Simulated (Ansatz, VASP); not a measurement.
## Be4Te: VASP beside Ansatz

```xyz
5
Lattice="-2.8244 2.8244 2.1102 2.8244 -2.8244 2.1102 2.8244 2.8244 -2.1102" Properties=species:S:1:pos:R:3 pbc="T T T"
Be    1.5089    1.5089   -0.3511
Be    1.3155    1.3155    1.7592
Be   -1.3155    1.3155    2.4613
Be    1.3155   -1.3155    2.4613
Te    0.0000    0.0000    0.0000
```

Alike in both runs: task relaxation of cell and atoms; functional PBE; k mesh 6 × 6 × 6; occupations gaussian, width 0.1 eV; no spin polarisation.

```csv
,VASP,Ansatz
version,VASP 6.6.1,Ansatz 0.2.0
potentials or method,"VASP PAW PBE potentials, release 64 (Be, Te), cutoff 600 eV","scalar-relativistic, plane waves, PAW"
valence electrons in the cell,14,24
```

Ansatz gave:

* gap on the k mesh at the Fermi level, each at its own relaxed structure (eV): none
* relaxed volume (Å³/atom): 15.42
* relaxed cell length with the largest relative difference (Å): 4.721

Estimate VASP's values.

gap on the k mesh at the Fermi level, each at its own relaxed structure (eV): none; relaxed volume (Å³/atom): 15.37; relaxed cell length with the largest relative difference (Å): 4.713.

A gap of «none» marks a metal or a gap that the smearing closes. VASP's potentials hold 14 valence electrons a cell and Ansatz's 24, so a difference there can come from the potentials and not from the codes.

Spin-orbit coupling is off throughout.
